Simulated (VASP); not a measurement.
ScCl5:

```
Sc Cl
1.0
     6.28992    0.00000    0.00000
    -3.14496    5.44723    0.00000
     0.00000    0.00000    5.09723
Sc Cl
1 5
Direct
  0.00000 0.00000 0.00000
  0.50000 0.00000 0.50000
  0.50000 0.50000 0.50000
  0.00000 0.50000 0.50000
  0.33333 0.66667 0.00000
  0.66667 0.33333 0.00000
```

The cell was built from a structure type or drawn by symmetry, and may not be a known phase.

| Property | Result |
| --- | --- |
| Program | VASP 6.6.1 |
| Task | relaxation of cell and atoms |
| Functional | PBE |
| Potentials or basis | VASP PAW PBE potentials, release 64 (Sc_sv, Cl) |
| Cutoff | 600 eV |
| k mesh | 3 × 3 × 4 |
| Occupations | gaussian, width 0.1 eV |
| Spin | no spin polarisation |

At the start: pressure -4.2 GPa; volume 29.11 Å³/atom.

Question: Where does the relaxation end?

Answer: Over 15 steps the energy falls by 729.3 meV/atom and the volume is 25.36 Å³/atom (-12.9 %); space group P6/mmm (No. 191, to 0.1 Å) before and after.

The path:
```
step  energy change (eV)  largest force (eV/Å)  pressure (GPa)  volume (Å³)
   1              0.0000                0.0000           -4.22       174.64
   2             -1.2861                0.0000           -3.53       155.57
   3             -3.1988                0.0000           10.97       114.68
   4             -3.2047                0.0000            3.33       125.64
   5             -3.3084                0.0000            6.70       119.96
   6             -3.6559                0.0000            9.68       120.06
   7             -3.6615                0.0000            9.33       120.09
   8             -4.1657                0.0000            3.40       133.06
   9             -4.3075                0.0000            0.23       143.84
  10             -4.3157                0.0000           -0.55       147.21
  11             -4.3156                0.0000           -0.67       147.79
  12             -4.3533                0.0000           -0.26       148.89
  13             -4.3725                0.0000            0.56       150.66
  14             -4.3731                0.0000            0.44       150.42
  15             -4.3759                0.0000            0.15       152.19
```

Final structure:
```
Sc Cl
1.0
     5.08987    0.00000    0.00000
    -2.54494    4.40796    0.00000
     0.00000    0.00000    6.78311
Sc Cl
1 5
Cartesian
  -2.5449 4.4080 0.0000
  2.5449 0.0000 3.3916
  1.2725 2.2040 3.3916
  -1.2725 2.2040 3.3916
  0.0000 2.9386 0.0000
  2.5449 1.4693 0.0000
```

Caveat: the k points lie up to 0.48 Å⁻¹ apart in the final cell; a cell axis changed by over 15 % at a fixed basis, so the end point is rough.
